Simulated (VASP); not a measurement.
Runs of VASP 6.6.1 on GaAs4. The structure is that of space group Pm-3m (No. 221), or close to it. The cells are those of the table. The cell was generated, and may not be a known phase.

```csv
task,cell,k mesh,cutoff (eV),gap on the mesh (eV),pressure (GPa),relaxed volume (Å³/atom)
single point,"a = 5.010 Å, 5 atoms",8 × 8 × 8,520,none,0.2,-
single point,"a = 4.995 Å, 5 atoms",4 × 4 × 4,520,none,0.2,-
relaxation of cell and atoms,"relaxed from a = 4.995 Å, 5 atoms",8 × 8 × 8,600,none,0.0,25.26
relaxation of cell and atoms,"relaxed from a = 5.094 Å, 5 atoms",4 × 4 × 4,600,none,-0.1,(a)
single point,"a = 5.094 Å, 5 atoms",4 × 4 × 4,520,none,-2.2,-
```

Alike in all rows: level PBE; potentials or basis VASP PAW PBE potentials, release 64 (Ga_d, As); no spin polarisation; smearing gaussian 0.1 eV.

Question: Fill in the values left out.

Answer: (a) 25.09.

Caveats: an odd number of electrons without spin polarisation forces a metal; a magnetic or distorted state may lie lower.

A k mesh can miss the band edges, and the runs leave out spin-orbit coupling on As, Ga.

A gap of «none» marks levels without a gap at the run's occupations.
